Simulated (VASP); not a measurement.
Crystal: MoS2.

```xyz
6
Lattice="3.1600 0.0000 0.0000 -1.5800 2.7366 0.0000 0.0000 0.0000 12.8000" Properties=species:S:1:pos:R:3 pbc="T T T"
S     0.0000    1.8244    1.6400
S     0.0000    1.8244    4.7600
S     1.5800    0.9122    8.0400
S     1.5800    0.9122   11.1600
Mo    1.5800    0.9122    3.2000
Mo    0.0000    1.8244    9.6000
```

```yaml
Program: VASP 6.6.1
Task: relaxation of cell and atoms
Functional: PBE
Potentials_or_basis: VASP PAW PBE potentials, release 64 (S, Mo_sv)
Cutoff: 500 eV
k_mesh: 12 × 12 × 4
Occupations: gaussian, width 0.01 eV
Spin: no spin polarisation
```

At the start: pressure 2.7 GPa; volume 18.45 Å³/atom.

Task: How do energy, volume and symmetry change on relaxing?

Result: Over 33 steps the energy falls by 8.1 meV/atom and the volume is 20.57 Å³/atom (+11.5 %); space group P6_3/mmc (No. 194, to 0.1 Å) before and after.

The path:
```tsv
step	energy change (eV)	largest force (eV/Å)	pressure (GPa)	volume (Å³)
1	0.0000	0.1401	2.73	110.69
2	0.0307	0.6592	-3.93	115.80
3	-0.0160	0.1683	0.11	112.54
4	-0.0197	0.0830	0.06	113.09
5	-0.0200	0.0501	0.04	113.30
6	-0.0228	0.0400	0.09	113.64
7	-0.0297	0.0082	0.26	114.64
8	-0.0387	0.0642	0.68	116.65
9	-0.0390	0.2500	1.76	120.62
10	-0.0397	0.2406	1.70	120.77
11	-0.0415	0.2131	1.52	121.23
12	-0.0444	0.1594	1.17	122.16
13	-0.0473	0.0566	0.52	124.01
14	-0.0475	0.0179	0.28	124.73
15	-0.0477	0.0173	0.25	124.68
16	-0.0480	0.0154	0.17	124.56
17	-0.0483	0.0118	0.01	124.30
18	-0.0483	0.0111	-0.03	124.24
19	-0.0483	0.0109	-0.03	124.23
20	-0.0484	0.0082	-0.04	124.18
21	-0.0484	0.0001	-0.07	124.04
22	-0.0484	0.0167	-0.12	123.75
23	-0.0484	0.0152	-0.10	123.69
24	-0.0485	0.0104	-0.05	123.51
25	-0.0485	0.0007	0.06	123.15
26	-0.0485	0.0064	0.00	123.36
27	-0.0485	0.0070	-0.01	123.38
28	-0.0485	0.0068	-0.01	123.38
29	-0.0485	0.0047	0.00	123.38
30	-0.0485	0.0013	0.01	123.40
31	-0.0485	0.0014	0.01	123.40
32	-0.0485	0.0007	0.01	123.41
33	-0.0485	0.0001	0.00	123.42
```

Final structure:
```xyz
6
Lattice="3.1846 0.0000 0.0000 -1.5923 2.7579 0.0000 0.0000 0.0000 14.0521" Properties=species:S:1:pos:R:3 pbc="T T T"
S     0.0000    1.8386    1.9512
S     0.0000    1.8386    5.0749
S     1.5923    0.9193    8.9772
S     1.5923    0.9193   12.1009
Mo    1.5923    0.9193    3.5130
Mo    0.0000    1.8386   10.5391
```

Caveat: this functional lacks dispersion, which binds the layers, so the pressure and a relaxed spacing across them are unreliable.
